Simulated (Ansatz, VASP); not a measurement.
**NaF: VASP beside Ansatz**

File POSCAR:

```
NaF
1.0
    0.0000000000      2.2971680842      2.2971680842
    2.2971680842      0.0000000000      2.2971680842
    2.2971680842      2.2971680842      0.0000000000
Na F
1 1
Direct
    0.0000000000      0.0000000000      0.0000000000
    0.5000000000      0.5000000000      0.5000000000
```

The input INCAR.step1:

```
SYSTEM = NaF
ALGO     = Normal         ! electronic algorithm
EDIFF    = 1E-4           ! SCF threshold, eV
ENCUT    = 520            ! plane-wave cutoff, eV
GGA      = PE             ! functional
ISMEAR   = 0              ! smearing method
LASPH    = .TRUE.         ! aspherical terms in the spheres
LCHARG   = .FALSE.        ! write CHGCAR
LREAL    = .FALSE.        ! projectors in reciprocal space
LWAVE    = .TRUE.         ! write WAVECAR
NBANDS   = 14             ! bands
NELM     = 60             ! most SCF steps
PREC     = Accurate       ! precision mode
SIGMA    = 0.01           ! smearing width, eV
```

File INCAR.step2:

```
SYSTEM = NaF
ALGO     = Normal         ! electronic algorithm
EDIFF    = 1E-6           ! SCF threshold, eV
ENCUT    = 520            ! plane-wave cutoff, eV
ISIF     = 2              ! what is computed and relaxed
ISMEAR   = 0              ! smearing method
ISTART   = 1            
LASPH    = .TRUE.         ! aspherical terms in the spheres
LCHARG   = .TRUE.         ! write CHGCAR
LELF     = .TRUE.         ! ELF
LMIXTAU  = .TRUE.       
LREAL    = .FALSE.        ! projectors in reciprocal space
LVHAR    = .TRUE.       
LWAVE    = .FALSE.        ! write WAVECAR
METAGGA  = R2SCAN         ! meta-GGA
NBANDS   = 14             ! bands
NELM     = 60             ! most SCF steps
PREC     = Accurate       ! precision mode
SIGMA    = 0.01           ! smearing width, eV
```

The input KPOINTS:

```
k-points
0
G
  10 10 10
  0 0 0
```

Input for Ansatz:

```yaml
crystal:
  lattice:
    - [0.0, 2.2971680842, 2.2971680842]
    - [2.2971680842, 0.0, 2.2971680842]
    - [2.2971680842, 2.2971680842, 0.0]
  atoms:
    - { symbol: Na, position: [0.0, 0.0, 0.0] }
    - { symbol: F, position: [0.5, 0.5, 0.5] }
kpoints:
  mp_grid: { grid: [10, 10, 10] }
  band_path:
    path:
      - [0.0, 0.0, 0.0]
      - [0.5, 0.0, 0.5]
      - [0.625, 0.25, 0.625]
      - [0.375, 0.375, 0.75]
      - [0.5, 0.5, 0.5]
      - [0.5, 0.25, 0.75]
    npoints: 1
hamiltonian:
  xc: r2scan
scf:
  occupations: { method: fixed }
  n_extra_bands: 4
output:
  forces: true
  stress: true
  eigenvalues: true
```

Alike in both runs: task single point; functional r2SCAN; k mesh 10 × 10 × 10; no spin polarisation.

```csv
,VASP,Ansatz
version,VASP 6.6.1,Ansatz 0.2.0
potentials or method,"VASP PAW PBE potentials, release 64 (Na_pv, F)","plane waves, PAW"
plane-wave cutoff (eV),520,500
occupations,"gaussian, width 0.01 eV",fixed
valence electrons in the cell,14,16
```

```csv
,VASP,Ansatz,Ansatz less VASP
gap on the k mesh at the Fermi level (eV),7.32,7.28,-0.041
pressure (GPa),-0.8,0.0,+0.85
```

VASP's potentials were made for PBE, not for r2SCAN. VASP's potentials hold 14 valence electrons a cell and Ansatz's 16, so a difference there can come from the potentials and not from the codes.
